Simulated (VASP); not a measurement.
Runs of VASP 6.6.1 on TiS2. The structure is that of space group P-3m1 (No. 164), or close to it. The cells are those of the table. 

```csv
cell,k mesh,gap on the mesh (eV),largest force (eV/Å)
"a = 3.372, b = 3.372, c = 31.712 Å, angles 90.0, 90.0, 120.0°, 3 atoms",15 × 15 × 1,none,0.02
"a = 3.361, b = 3.361, c = 31.712 Å, angles 90.0, 90.0, 120.0°, 3 atoms",15 × 15 × 1,none,0.10
"a = 3.372, b = 3.372, c = 18.360 Å, angles 90.0, 90.0, 120.0°, 3 atoms",9 × 9 × 1,none,0.05
"a = 3.361, b = 3.361, c = 31.712 Å, angles 90.0, 90.0, 120.0°, 3 atoms",6 × 6 × 1,none,(a)
```

Alike in all rows: task single point; level PBE+D3(BJ); potentials or basis VASP PAW PBE potentials, release 64 (S, Ti_sv); no spin polarisation; cutoff (eV) 400; smearing gaussian 0.1 eV.

Question: Estimate the missing entries.

Answer: (a) 0.17.

A gap of «none» marks levels without a gap at the run's occupations.
